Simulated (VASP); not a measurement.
Zn12O13, 25 atoms in the cell. The cell holds a slab with vacuum, 25 atoms: a = 6.499 Å, b = 5.206 Å, c = 18.566 Å, α = 90.00°, β = 90.00°, γ = 90.00°. 

| Quantity | Value |
| --- | --- |
| Program | VASP 6.6.1 |
| Task | single point |
| Functional | PBE |
| Potentials or basis | VASP PAW PBE potentials, release 64 (Zn, O) |
| Cutoff | 520 eV |
| k mesh | 2 × 2 × 1 |
| Occupations | gaussian, width 0.02 eV |
| Spin | collinear spin, zero start |
| Starting moments | [0.0, 0.0, 0.0, 0.0, 0.0, 0.0, 0.0, 0.0, 0.0, 0.0, 0.0, 0.0, 0.0, 0.0, 0.0, 0.0, 0.0, 0.0, 0.0, 0.0, 0.0, 0.0, 0.0, 0.0, 0.0] μB |
| Dipole correction | no |
| Further INCAR settings | LREAL = Auto; ALGO = Normal; EDIFF = 1e-07; NBANDS = 133 |

Potentials or basis: VASP PAW PBE potentials, release 64 (Zn, O).

Run with:

```sh
$ cat potpaw_PBE.64/Zn/POTCAR potpaw_PBE.64/O/POTCAR > POTCAR
$ mpirun -np 1 vasp_std > vasp.out
```

Hardware: 1 thread of Intel(R) Xeon(R) Platinum 8259CL CPU @ 2.50GHz (Skylake/Cascade Lake), on a shared host.

Task: Estimate the wall time of this run.

Result: Wall time 30 min on 1 thread of Intel(R) Xeon(R) Platinum 8259CL CPU @ 2.50GHz (Skylake/Cascade Lake), on a shared host, peak memory 1 GiB. Counts: scf iterations 32, k points 4.
